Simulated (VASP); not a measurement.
A run of VASP 6.6.1:

The input INCAR:

```
SYSTEM = KCoF3
PREC = Accurate ; ENCUT = 520
EDIFF = 1E-7 ; ISMEAR = -1
SIGMA = 0.02 ; LREAL = .False.
LASPH = .True. ; NELM = 150
ALGO = Normal ; ISIF = 2
LWAVE = .False. ; LCHARG = .True.
ISPIN = 2 ; MAGMOM = 0 0 0 0 3
LORBIT = 11 ; LMAXMIX = 4
LDAU = .True. ; LDAUTYPE = 2
LDAUL = -1 -1 2 ; LDAUU = 0 0 3.32
LDAUJ = 0 0 0 ; LDAUPRINT = 1
LELF = .True. ; LVHAR = .True.
NBANDS = 32
```

KPOINTS

```
Automatic mesh
0
Gamma
  5 5 5
  0 0 0
```

The input POSCAR:

```
KCoF3
1.0
    4.0710000000      0.0000000000      0.0000000000
    0.0000000000      4.0710000000      0.0000000000
    0.0000000000      0.0000000000      4.0710000000
K F Co
1 3 1
Direct
    0.0000000000      0.0000000000      0.0000000000
    0.0000000000      0.5000000000      0.5000000000
    0.5000000000      0.0000000000      0.5000000000
    0.5000000000      0.5000000000      0.0000000000
    0.5000000000      0.5000000000      0.5000000000
```

Potentials or basis: VASP PAW LDA potentials, release 64 (K_sv, F, Co).

Run with:

```console
$ cat potpaw_LDA.64/K_sv/POTCAR potpaw_LDA.64/F/POTCAR potpaw_LDA.64/Co/POTCAR > POTCAR
$ mpirun -np 1 vasp_std > vasp.out
```

Hardware: 1 thread of AMD EPYC 7R13 (shared host).

Task: Estimate the wall time of this run.

Result: Wall time 59 s on 1 thread of AMD EPYC 7R13, with other jobs on the host, peak memory 0.15 GiB. Counts: scf iterations 16, k points 10.
